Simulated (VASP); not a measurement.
# NaLa (P-6m2) in VASP: settings compared

Aim: see how the results for NaLa move with the level of theory and the settings. Levels: b88 exchange, pbe correlation. Tasks: single point.

Program: VASP 6.6.1. These are calculated values, not measurements. Logs are shortened: lines on timing, memory, paths and dates and some standing lists are left out, and cuts for length are marked.

### Step 1. The cell of the first run

It takes space group P-6m2 (No. 187, hexagonal). Conventional cell: a = 3.726 Å, b = 3.726 Å, c = 6.072 Å, α = 90.00°, β = 90.00°, γ = 120.00°. Na (site symmetry -6m2) has 6 La at 3.72 Å and 6 Na at 3.73 Å within 4.9 Å. Within 4.9 Å of La (site symmetry -6m2) lie 6 Na at 3.72 Å and 6 La at 3.73 Å.

### Step 2. Single point, b88 exchange, pbe correlation

Input file INCAR:

```
SYSTEM = NaLa
ALGO     = Normal         ! electronic algorithm
EDIFF    = 1E-6           ! SCF threshold, eV
ENCUT    = 500            ! plane-wave cutoff, eV
GGA      = LIBXC          ! functional
GGA_COMPAT= .FALSE.      
ISIF     = 2              ! what is computed and relaxed
ISMEAR   = 0              ! smearing method
LASPH    = .TRUE.         ! aspherical terms in the spheres
LCHARG   = .FALSE.        ! write CHGCAR
LIBXC1   = GGA_X_B88    
LIBXC2   = GGA_C_PBE    
LMAXMIX  = 6              ! l up to which the mixer works
LREAL    = .FALSE.        ! projectors in reciprocal space
LWAVE    = .FALSE.        ! write WAVECAR
NBANDS   = 16             ! bands
NELM     = 200            ! most SCF steps
PREC     = Accurate       ! precision mode
SIGMA    = 0.1            ! smearing width, eV
```

Input file KPOINTS:

```
k-points
0
G
  7 7 4
  0 0 0
```

Input file POSCAR:

```
NaLa
1.0
    3.7264583333      0.0000000000      0.0000000000
   -1.8632343333      3.2272033333      0.0000000000
    0.0000000000      0.0000000000      6.0722185224
Na La
1 1
Direct
    0.0000000000      0.0000000000      0.0000000000
    0.3333333333      0.6666666667      0.5000000000
```

Potentials or basis: VASP PAW PBE potentials, release 64 (Na_pv, La).

The run is started by

```sh
> cat potpaw_PBE.64/Na_pv/POTCAR potpaw_PBE.64/La/POTCAR > POTCAR
> mpirun -np 1 vasp_std > vasp.out
```

OUTCAR:

```text
SYSTEM = NaLa
   EDIFF = 1E-6
   ENCUT = 500
   GGA = LIBXC
   ISIF = 2
   ISMEAR = 0
   LASPH = .TRUE.
   LREAL = .FALSE.
   NELM = 200
   PREC = Accurate

 ion  position               nearest neighbor table
   1  0.000  0.000  0.000-
   2  0.333  0.667  0.500-

  LATTYP: Found a hexagonal cell.
 ALAT       =     3.7264583333
 C/A-ratio  =     1.6294878352

  Lattice vectors:

 A1 = (   3.7264583333,   0.0000000000,   0.0000000000)
 A2 = (  -1.8632343333,   3.2272033333,   0.0000000000)
 A3 = (   0.0000000000,   0.0000000000,   6.0722185224)

Analysis of symmetry for initial positions (statically):
=====================================================================
 Subroutine PRICEL returns:
 Original cell was already a primitive cell.

 Routine SETGRP: Setting up the symmetry group for a
 hexagonal supercell.

 Subroutine GETGRP returns: Found 12 space group operations
 (whereof 12 operations were pure point group operations)
 out of a pool of 24 trial point group operations.

The static configuration has the point symmetry D_3h.

Analysis of symmetry for dynamics (positions and initial velocities):
=====================================================================
 Subroutine PRICEL returns:
 Original cell was already a primitive cell.

 Routine SETGRP: Setting up the symmetry group for a
 hexagonal supercell.

 Subroutine GETGRP returns: Found 12 space group operations
 (whereof 12 operations were pure point group operations)
 out of a pool of 24 trial point group operations.

The dynamic configuration has the point symmetry D_3h.

 Subroutine INISYM returns: Found 12 space group operations
 (whereof 12 operations are pure point group operations),
 and found     1 'primitive' translations

----------------------------------------------------------------------------------------

                                     Primitive cell

  volume of cell :      73.0247

  direct lattice vectors                    reciprocal lattice vectors
     3.726458333  0.000000000  0.000000000     0.268351317  0.154933339  0.000000000
    -1.863234333  3.227203333  0.000000000     0.000000000  0.309865818  0.000000000
     0.000000000  0.000000000  6.072218522     0.000000000  0.000000000  0.164684455

  length of vectors
     3.726458333  3.726457236  6.072218522     0.309865727  0.309865818  0.164684455

  position of ions in fractional coordinates (direct lattice)
     0.000000000  0.000000000  0.000000000
     0.333333333  0.666666667  0.500000000

  ion indices of the primitive-cell ions
   primitive index   ion index
                 1           1
                 2           2

----------------------------------------------------------------------------------------

 KPOINTS: k-points

Automatic generation of k-mesh.
 Grid dimensions read from file:
 generate k-points for:    7    7    4

 Generating k-lattice:

  Cartesian coordinates                     Fractional coordinates (reciprocal lattice)
     0.038335902  0.022133334  0.000000000     0.142857143  0.000000000  0.000000000
     0.000000000  0.044266545  0.000000000     0.000000000  0.142857143  0.000000000
     0.000000000  0.000000000  0.041171114     0.000000000  0.000000000  0.250000000

  Length of vectors
     0.044266532  0.044266545  0.041171114

  Shift w.r.t. Gamma in fractional coordinates (k-lattice)
     0.000000000  0.000000000  0.000000000

 Subroutine IBZKPT returns following result:
 ===========================================

 Found     24 irreducible k-points:

 Following reciprocal coordinates:
            Coordinates               Weight
  0.000000  0.000000  0.000000      1.000000
  0.142857  0.000000  0.000000      6.000000
  0.285714  0.000000  0.000000      6.000000
  0.428571  0.000000  0.000000      6.000000
  0.142857  0.142857  0.000000      6.000000
  0.285714  0.142857  0.000000     12.000000
[... 16 lines left out ...]
  0.428571  0.142857  0.500000      6.000000
  0.285714  0.285714  0.500000      6.000000
   k-points           NKPTS =     24   k-points in BZ     NKDIM =     24   number of bands    NBANDS=     16
   number of dos      NEDOS =    301   number of ions     NIONS =      2
   total plane-waves  NPLWV =  37632
   dimension x,y,z NGX =    28 NGY =   28 NGZ =   48
   dimension x,y,z NGXF=    56 NGYF=   56 NGZF=   96
   ions per type =               1   1
   NGX,Y,Z   is equivalent  to a cutoff of  12.49, 12.49, 13.14 a.u.
   NGXF,Y,Z  is equivalent  to a cutoff of  24.98, 24.98, 26.28 a.u.
 SYSTEM =  NaLa
   PREC   = accura    normal or accurate (medium, high low for compatibility)
   ISTART =      0    job   : 0-new  1-cont  2-samecut
   ICHARG =      2    charge: 1-file 2-atom 10-const
   ISPIN  =      1    spin polarized calculation?
   LNONCOLLINEAR =      F non collinear calculations
   LSORBIT =      F    spin-orbit coupling
   LASPH  =      T    aspherical Exc in radial PAW
   ENCUT  =  500.0 eV  36.75 Ry    6.06 a.u.   6.79  6.79 11.07*2*pi/ulx,y,z
   NELM   =    200;   NELMIN=  2; NELMDL= -5     # of ELM steps
   EDIFF  = 0.1E-05   stopping-criterion for ELM
   LREAL  =      F    real-space projection
   EDIFFG = 0.1E-04   stopping-criterion for IOM
   NSW    =      0    number of steps for IOM
   IBRION =     -1    ionic relax: 0-MD 1-quasi-New 2-CG
   NFREE  =      0    steps in history (QN), initial steepest desc. (CG)
   ISIF   =      2    stress and relaxation
   ISYM   =      2    0-nonsym 1-usesym 2-fastsym
   POTIM  = 0.5000    time-step for ionic-motion
   TEBEG  =    0.0;   TEEND  =   0.0 temperature during run
   PSTRESS=    0.0 pullay stress
   NELECT =      18.0000    total number of electrons
   NUPDOWN=      -1.0000    fix difference up-down
   EMIN   =  10.00;   EMAX   =-10.00  energy-range for DOS
   EFERMI =   0.00;   METHOD = LEGACY
   ISMEAR =     0;   SIGMA  =   0.10  broadening in eV -4-tet -1-fermi 0-gaus
   EFERMI_NEDOS =   21; number of points for ismear=-14 and -15
   IALGO  =     38    algorithm
   IMIX   =      4    mixing-type and parameters
     AMIX     =   0.40;   BMIX     =  1.00
     AMIX_MAG =   1.60;   BMIX_MAG =  1.00
  volume/ion in A,a.u.               =      36.51       246.40
  Fermi-wavevector in a.u.,A,eV,Ry     =   1.026461  1.939730 14.335392  1.053622
  Thomas-Fermi vector in A             =   2.160355
   LORBIT       =      0    0 simple, 1 ext, 2 COOP (PROOUT), +10 PAW based schemes
   GGA     = LIBXC    functional components
   LHFCALC =     F    Hartree Fock is set to
   AEXX    =    0.0000 exact exchange contribution
   IVDW    =     0    specifies the selected vdW correction
   LEPSILON=     F    determine dielectric tensor
   LRPA    =     F    only Hartree local field effects (RPA)
 non-spin polarized calculation
 Gauss-broadening in eV      SIGMA  =   0.10
  energy-cutoff  :      500.00
  volume of cell :       73.02
 maximum number of plane-waves:      1870
 NGX is ok and might be reduce to    28

 number of electron      17.9999995 magnetization

 Free energy of the ion-electron system (eV)
  ---------------------------------------------------
  ext. energy  EPLUGINS =         0.00000000
  ---------------------------------------------------
  free energy    TOTEN  =        -5.66241986 eV

  energy without entropy =       -5.65643967  energy(sigma->0) =       -5.65942977

 E-fermi :   4.2483     XC(G=0):  -8.1299

 val. band max:        4.2030454687   @ k =   0.2857   0.0000   0.0000
 cond. band min:       4.2700388385   @ k =   0.2857   0.2857   0.0000
 fundamental gap:      0.0669933698
 Fermi energy:         4.2482547126

 k-point     1 :       0.0000    0.0000    0.0000
  band No.  band energies     occupation
      1     -29.0239      2.00000
      2     -20.2339      2.00000
      3     -20.2244      2.00000
      4     -20.2244      2.00000
      5     -12.8360      2.00000
      6     -12.1468      2.00000
[... 8 lines left out ...]
     15       5.8010      0.00000
     16       5.9027      0.00000

 k-point     2 :       0.1429    0.0000    0.0000
  band No.  band energies     occupation
      1     -28.9993      2.00000
      2     -20.2329      2.00000
      3     -20.2298      2.00000
      4     -20.2257      2.00000
      5     -12.8036      2.00000
      6     -12.3650      2.00000
[... 8 lines left out ...]
     15       5.8601      0.00000
     16       5.9044      0.00000

 k-point     3 :       0.2857    0.0000    0.0000
  band No.  band energies     occupation
      1     -28.9431      2.00000
      2     -20.2418      2.00000
      3     -20.2308      2.00000
      4     -20.2286      2.00000
      5     -12.8229      2.00000
      6     -12.7296      2.00000
[... 8 lines left out ...]
     15       5.8533      0.00000
     16       5.8911      0.00000

 k-point     4 :       0.4286    0.0000    0.0000
  band No.  band energies     occupation
      1     -28.8973      2.00000
      2     -20.2515      2.00000
      3     -20.2310      2.00000
      4     -20.2292      2.00000
      5     -13.1634      2.00000
      6     -12.6689      2.00000
[... 8 lines left out ...]
     15       5.8809      0.00000
     16       5.8864      0.00000

 k-point     5 :       0.1429    0.1429    0.0000
  band No.  band energies     occupation
      1     -28.9588      2.00000
      2     -20.2377      2.00000
      3     -20.2314      2.00000
      4     -20.2286      2.00000
      5     -12.7503      2.00000
      6     -12.6696      2.00000
[... 8 lines left out ...]
     15       5.8549      0.00000
     16       5.9112      0.00000

 k-point     6 :       0.2857    0.1429    0.0000
  band No.  band energies     occupation
      1     -28.9076      2.00000
      2     -20.2470      2.00000
      3     -20.2327      2.00000
      4     -20.2295      2.00000
      5     -13.0065      2.00000
      6     -12.6826      2.00000
[... 8 lines left out ...]
     15       5.8624      0.00000
     16       5.8920      0.00000
[... 267 lines left out ...]
 k-point    21 :       0.1429    0.1429    0.5000
  band No.  band energies     occupation
      1     -28.9588      2.00000
      2     -20.2379      2.00000
      3     -20.2308      2.00000
      4     -20.2286      2.00000
      5     -12.7576      2.00000
      6     -12.6686      2.00000
[... 8 lines left out ...]
     15       5.8253      0.00000
     16       5.8644      0.00000

 k-point    22 :       0.2857    0.1429    0.5000
  band No.  band energies     occupation
      1     -28.9075      2.00000
      2     -20.2473      2.00000
      3     -20.2328      2.00000
      4     -20.2295      2.00000
      5     -13.0050      2.00000
      6     -12.6869      2.00000
[... 8 lines left out ...]
     15       5.8439      0.00000
     16       5.9187      0.00000

 k-point    23 :       0.4286    0.1429    0.5000
  band No.  band energies     occupation
      1     -28.8844      2.00000
      2     -20.2514      2.00000
      3     -20.2347      2.00000
      4     -20.2289      2.00000
      5     -13.1474      2.00000
      6     -12.6550      2.00000
[... 8 lines left out ...]
     15       5.8308      0.00000
     16       5.9735      0.00000

 k-point    24 :       0.2857    0.2857    0.5000
  band No.  band energies     occupation
      1     -28.8787      2.00000
      2     -20.2475      2.00000
      3     -20.2400      2.00000
      4     -20.2287      2.00000
      5     -13.0109      2.00000
      6     -12.7412      2.00000
[... 8 lines left out ...]
     15       5.7810      0.00000
     16       5.9846      0.00000

------------------------ aborting loop because EDIFF is reached ----------------------------------------

  FORCE on cell =-STRESS in cart. coord.  units (eV):
  Direction    XX          YY          ZZ          XY          YZ          ZX
  --------------------------------------------------------------------------------------
  -------------------------------------------------------------------------------------
  Total       -0.6756618     -0.6756600      1.0524561      0.0000011      0.0000000      0.0000000
  in kB      -14.8241543    -14.8241152     23.0910983      0.0000237      0.0000000      0.0000000
  external PRESSURE =      -2.1857237 kB  Pullay stress =       0.0000000 kB

 VOLUME and BASIS-vectors are now :
 -----------------------------------------------------------------------------
  energy-cutoff  :      500.00
  volume of cell :       73.02
      direct lattice vectors                 reciprocal lattice vectors
     3.726458333  0.000000000  0.000000000     0.268351317  0.154933339  0.000000000
    -1.863234333  3.227203333  0.000000000     0.000000000  0.309865818  0.000000000
     0.000000000  0.000000000  6.072218522     0.000000000  0.000000000  0.164684455

 POSITION                                       TOTAL-FORCE (eV/Angst)
 -----------------------------------------------------------------------------------
      0.00000      0.00000      0.00000        -0.000000      0.000000      0.000000
     -0.00000      2.15147      3.03611         0.000000      0.000000      0.000000
 -----------------------------------------------------------------------------------
    total drift:                                0.000015     -0.000012     -0.000000

  FREE ENERGIE OF THE ION-ELECTRON SYSTEM (eV)
  ---------------------------------------------------
  free  energy   TOTEN  =        -5.6624198621 eV

  energy  without entropy=       -5.6564396693  energy(sigma->0) =       -5.65942977
```

Run time: 16 s. Hardware: 1 thread of Intel Xeon 6975P-C (Granite Rapids), shared host; peak memory 0.2 GiB.

What came out:

| Property | Result |
| --- | --- |
| Free energy | -5.6624 eV |
| Pressure | -0.2 GPa |
| Band gap on the k mesh | zero (bands 9 and 10 overlap by 0.53 eV) |

Caveat: the PAW data sets were made with another functional, which shifts forces and pressure a little; spin-orbit coupling is left out, which moves the levels of the heavy elements.

### Step 3. Single point, b88 exchange, pbe correlation

This run uses another cell than the first one, of the same volume but with other edges.

Input file INCAR:

```
SYSTEM = NaLa
ALGO = Normal ; EDIFF = 1E-6
ENCUT = 500 ; GGA = LIBXC
GGA_COMPAT = .FALSE. ; ISIF = 2
ISMEAR = 0 ; LASPH = .TRUE.
LCHARG = .FALSE. ; LIBXC1 = GGA_X_B88
LIBXC2 = GGA_C_PBE ; LMAXMIX = 6
LREAL = .FALSE. ; LWAVE = .FALSE.
NBANDS = 16 ; NELM = 200
PREC = Accurate ; SIGMA = 0.1
```

KPOINTS is that of step 2.

Input file POSCAR:

```
NaLa
1.0
    3.7865625000      0.0000000000      0.0000000000
   -1.8932865000      3.2792550000      0.0000000000
    0.0000000000      0.0000000000      5.8809795918
Na La
1 1
Direct
    0.0000000000      0.0000000000      0.0000000000
    0.3333333333      0.6666666667      0.5000000000
```

Potentials or basis: VASP PAW PBE potentials, release 64 (Na_pv, La).

The run is started by

```sh
> cat potpaw_PBE.64/Na_pv/POTCAR potpaw_PBE.64/La/POTCAR > POTCAR
> mpirun -np 1 vasp_std > vasp.out
```

Wall time 16 s (1 thread of Intel Xeon 6975P-C (Granite Rapids), shared host); peak memory 0.2 GiB.

The run converged. Its results:

```yaml
Free_energy: -5.5995 eV
Pressure: -0.2 GPa
Band_gap_on_the_k_mesh: zero (bands 9 and 10 overlap by 0.43 eV)
```

Stress tensor (GPa, compression positive):
```
-1.78  0.00  0.00
 0.00 -1.78  0.00
 0.00  0.00  3.03
```

Levels at points of the mesh, in eV from the Fermi level:
| k point | band 7 | band 8 | band 9 | band 10 | band 11 | band 12 |
| --- | --- | --- | --- | --- | --- | --- |
| (0.00, 0.00, 0.00) | -16.51 | -3.35 | -1.06 | 0.97 | 1.02 | 1.42 |
| (0.00, 0.00, 0.50) | -16.51 | -2.35 | -1.77 | 0.58 | 1.02 | 1.20 |

Caveat: the PAW data sets were made with another functional, which shifts forces and pressure a little; spin-orbit coupling is left out, which moves the levels of the heavy elements.

The gap in the log of VASP goes by the Fermi energy; the results here count the filled bands.